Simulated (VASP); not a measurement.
Wanted: the native input for a VASP 6.6.1 run.

* Task: relaxation of cell and atoms
* Functional: r2SCAN
* Potentials or basis: VASP PAW PBE potentials, release 64 (Si)
* Cutoff: 600 eV
* k mesh: 18 × 18 × 10
* Occupations: gaussian, width 0.1 eV
* Spin: no spin polarisation
* Dipole correction: no
* Further INCAR settings: ALGO = Normal; EDIFF = 1e-06; IBRION = 2; EDIFFG = -0.01; NSW = 80; ISIF = 3

Si:

```xyz
2
Lattice="2.6561 0.0000 0.0000 -1.3280 2.3002 0.0000 0.0000 0.0000 4.4790" Properties=species:S:1:pos:R:3 pbc="T T T"
Si    0.0000    1.5335    1.1198
Si    1.3280    0.7667    3.3593
```

This isn't the form of Si at room conditions, which is diamond.

One way to write it, as run:

POSCAR

```
Si
1.0
    2.6560812615      0.0000000000      0.0000000000
   -1.3280406307      2.3002338470      0.0000000000
    0.0000000000      0.0000000000      4.4790376620
Si
2
Direct
    0.3333333333      0.6666666667      0.2500000000
    0.6666666667      0.3333333333      0.7500000000
```

INCAR.step1

```
ALGO     = Normal         # electronic algorithm
EDIFF    = 1E-4           # SCF threshold, eV
ENCUT    = 600            # plane-wave cutoff, eV
GGA      = PE             # functional
ISMEAR   = 0              # smearing method
LASPH    = True           # aspherical terms in the spheres
LCHARG   = False          # write CHGCAR
LREAL    = False          # projectors in reciprocal space
LWAVE    = True           # write WAVECAR
NELM     = 80             # most SCF steps
PREC     = Accurate       # precision mode
SIGMA    = 0.1            # smearing width, eV
```

INCAR.step2

```
ALGO     = Normal         # electronic algorithm
EDIFF    = 1E-6           # SCF threshold, eV
EDIFFG   = -0.01          # ionic threshold
ENCUT    = 600            # plane-wave cutoff, eV
IBRION   = 2              # ionic algorithm
ISIF     = 3              # what is computed and relaxed
ISMEAR   = 0              # smearing method
ISTART   = 1            
LASPH    = True           # aspherical terms in the spheres
LCHARG   = False          # write CHGCAR
LMIXTAU  = True         
LREAL    = False          # projectors in reciprocal space
LWAVE    = False          # write WAVECAR
METAGGA  = R2SCAN         # meta-GGA
NELM     = 80             # most SCF steps
NSW      = 80             # ionic steps
PREC     = Accurate       # precision mode
SIGMA    = 0.1            # smearing width, eV
```

KPOINTS

```
k-points
0
Gamma
  18 18 10
```

Potentials or basis: VASP PAW PBE potentials, release 64 (Si).

Launch:

```sh
$ cat potpaw_PBE.64/Si/POTCAR > POTCAR
$ cp INCAR.step1 INCAR
$ mpirun -np 1 vasp_std > vasp.out
$ cp INCAR.step2 INCAR
$ mpirun -np 1 vasp_std > vasp.out
```

It gave:

The relaxed volume is 13.73 Å³/atom. The relaxed cell is a = 2.640 Å, b = 2.640 Å, c = 4.552 Å, α = 90.00°, β = 90.00°, γ = 120.00°. The space group after relaxing (to 0.1 Å) is P6_3/mmc (No. 194). The energy gained by relaxing is 1.7 meV/atom, the ionic steps are 10 and the pressure after relaxing is 0.1 GPa. The band gap on the k mesh is zero (bands 4 and 5 overlap by 14.27 eV).

Caveat: the PAW data sets were made with another functional, which shifts forces and pressure a little.

Wall time 16 min on 1 thread of Oxide Virtual Turin-like Processor, with other jobs on the host, peak memory 0.16 GiB.
